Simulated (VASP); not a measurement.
# Sn (I4_1/amd) in VASP: a series of runs, part 2 of 2

VASP 6.6.1.

### 3 Single point, r2SCAN (strain -0.050 along x and y, +0.050 along z)

File POSCAR:

```
Sn
1.0
   -2.7931334325      2.7931334325      1.6792670883
    2.7931334325     -2.7931334325      1.6792670883
    2.7931334325      2.7931334325     -1.6792670883
Sn
2
Direct
    0.7500000000      0.2500000000      0.5000000000
    0.0000000000      0.0000000000      0.0000000000
```

File INCAR.step1:

```
  PREC = Accurate
  ENCUT = 520
  ISMEAR = 0
  SIGMA = 0.15
  LREAL = F
  LASPH = T
  NELM = 80
  NBANDS = 21
  GGA = PE
  ALGO = Normal
  EDIFF = 1E-4
  LWAVE = T
  LCHARG = F
```

File INCAR.step2:

```
  PREC = Accurate
  ENCUT = 520
  EDIFF = 1E-6
  ISMEAR = 0
  SIGMA = 0.15
  LREAL = F
  LASPH = T
  NELM = 80
  ALGO = Normal
  ISIF = 2
  LWAVE = F
  LCHARG = F
  METAGGA = R2SCAN
  LMIXTAU = T
  NBANDS = 21
  ISTART = 1
```

File KPOINTS:

```
Automatic mesh
0
Gamma
  16 16 16
```

Potentials or basis: VASP PAW PBE potentials, release 64 (Sn_d).

Launch:

```bash
cat potpaw_PBE.64/Sn_d/POTCAR > POTCAR
cp INCAR.step1 INCAR
mpirun -np 1 vasp_std > vasp.out
cp INCAR.step2 INCAR
mpirun -np 1 vasp_std > vasp.out
```

OUTCAR:

```text
PREC = Accurate
   ENCUT = 520
   EDIFF = 1E-6
   ISMEAR = 0
   LREAL = F
   LASPH = T
   NELM = 80
   ISIF = 2
   METAGGA = R2SCAN
   ISTART = 1

 ion  position               nearest neighbor table
   1  0.750  0.250  0.500-   2 2.92   2 2.92   2 2.92   2 2.92
   2  0.000  0.000  0.000-   1 2.92   1 2.92   1 2.92   1 2.92

  LATTYP: Found a body centered tetragonal cell.
 ALAT       =     5.5862668650
 C/A-ratio  =     0.6012126269

  Lattice vectors:

 A1 = (  -2.7931334325,   2.7931334325,   1.6792670883)
 A2 = (   2.7931334325,  -2.7931334325,   1.6792670883)
 A3 = (   2.7931334325,   2.7931334325,  -1.6792670883)

Analysis of symmetry for initial positions (statically):
=====================================================================
 Subroutine PRICEL returns:
 Original cell was already a primitive cell.

 Routine SETGRP: Setting up the symmetry group for a
 body centered tetragonal supercell.

 Subroutine GETGRP returns: Found 16 space group operations
 (whereof  8 operations were pure point group operations)
 out of a pool of 16 trial point group operations.

[... 159 lines left out ...]
  ---------------------------------------------------
  free energy    TOTEN  =       -49.14904862 eV

  energy without entropy =      -49.14159604  energy(sigma->0) =      -49.14532233

 E-fermi :   8.3838     XC(G=0): -11.3087

 val. band max:        8.3837281041   @ k =  -0.3750   0.5000   0.0625
 cond. band min:       8.4029921886   @ k =  -0.0625  -0.2500   0.0625
 fundamental gap:      0.0192640845
 Fermi energy:         8.3838371708

 k-point     1 :       0.0000    0.0000    0.0000
  band No.  band energies     occupation
      1     -14.1196      2.00000
      2     -13.9477      2.00000
      3     -13.8976      2.00000
      4     -13.8358      2.00000
      5     -13.7579      2.00000
      6     -13.7579      2.00000
[... 565 lines left out ...]
     20      18.4754      0.00000
     21      18.5937      0.00000

 [... further k-points ...]

------------------------ aborting loop because EDIFF is reached ----------------------------------------

  FORCE on cell =-STRESS in cart. coord.  units (eV):
  Direction    XX          YY          ZZ          XY          YZ          ZX
  --------------------------------------------------------------------------------------
  -------------------------------------------------------------------------------------
  Total        1.9600196      1.9600196      0.0918437      0.0000000     -0.0000000      0.0000000
  in kB       59.9249749     59.9249749      2.8079969      0.0000000     -0.0000000      0.0000000
  external PRESSURE =      40.8859822 kB  Pullay stress =       0.0000000 kB

 VOLUME and BASIS-vectors are now :
 -----------------------------------------------------------------------------
  energy-cutoff  :      520.00
  volume of cell :       52.40
      direct lattice vectors                 reciprocal lattice vectors
    -2.793133432  2.793133432  1.679267088     0.000000000  0.179010424  0.297748943
     2.793133432 -2.793133432  1.679267088     0.179010424  0.000000000  0.297748943
     2.793133432  2.793133432 -1.679267088     0.179010424  0.179010424  0.000000000

 POSITION                                       TOTAL-FORCE (eV/Angst)
 -----------------------------------------------------------------------------------
     -0.00000      2.79313      0.83963         0.000000      0.000000     -0.000000
      0.00000      0.00000      0.00000        -0.000000     -0.000000      0.000000
 -----------------------------------------------------------------------------------
    total drift:                                0.000000     -0.000000      0.000000

  FREE ENERGIE OF THE ION-ELECTRON SYSTEM (eV)
  ---------------------------------------------------
  free  energy   TOTEN  =       -49.1490486180 eV

  energy  without entropy=      -49.1415960439  energy(sigma->0) =      -49.14532233
```

OUTCAR.step1:

```text
PREC = Accurate
   ENCUT = 520
   ISMEAR = 0
   LREAL = F
   LASPH = T
[... 799 lines left out ...]
 -----------------------------------------------------------------------------------
     -0.00000      2.79313      0.83963         0.000000     -0.000000      0.000000
      0.00000      0.00000      0.00000        -0.000000      0.000000     -0.000000
 -----------------------------------------------------------------------------------
    total drift:                                0.000000     -0.000000      0.000000

  FREE ENERGIE OF THE ION-ELECTRON SYSTEM (eV)
  ---------------------------------------------------
  free  energy   TOTEN  =        -7.4742082365 eV

  energy  without entropy=       -7.4655856258  energy(sigma->0) =       -7.46989693
```

Wall time 11 min (1 thread of Intel Xeon 6975P-C (Granite Rapids), shared host); peak memory 0.41 GiB.

What came out:

| Item | Value |
| --- | --- |
| Free energy | -49.1490 eV |
| Pressure | 4.1 GPa |
| Band gap on the k mesh | zero (bands 14 and 15 overlap by 5.61 eV) |

Caveat: the cell differs from its parent crystal (strain -0.050 along x and y, +0.050 along z); the stress differs along the axes, from 0 to 6 GPa; the PAW data sets were made with another functional, which shifts forces and pressure a little; spin-orbit coupling is left out, which moves the levels of the heavy elements.
